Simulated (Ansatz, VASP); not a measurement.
Two plane-wave programs on BP

```
B P
1.0
     0.00000    2.26900    2.26900
     2.26900    0.00000    2.26900
     2.26900    2.26900    0.00000
B P
1 1
Cartesian
  0.0000 0.0000 0.0000
  3.4035 3.4035 3.4035
```

Alike in both runs: task single point; functional r2SCAN; k mesh 12 × 12 × 12; occupations gaussian, width 0.05 eV; no spin polarisation.

```csv
,VASP,Ansatz
version,VASP 6.6.1,Ansatz 0.2.0
potentials or method,"VASP PAW PBE potentials, release 64 (B, P), cutoff 520 eV","scalar-relativistic, plane waves, PAW"
valence electrons in the cell,8,8
```

|  | VASP | Ansatz | Ansatz less VASP |
| --- | --- | --- | --- |
| gap on the k mesh at the Fermi level (eV) | 1.44 | 1.41 | -0.031 |
| least direct gap on the mesh (eV) | 3.64 | 3.60 | -0.040 |
| pressure (GPa) | -0.7 | -0.2 | +0.50 |

VASP's potentials were made for PBE, not for r2SCAN.
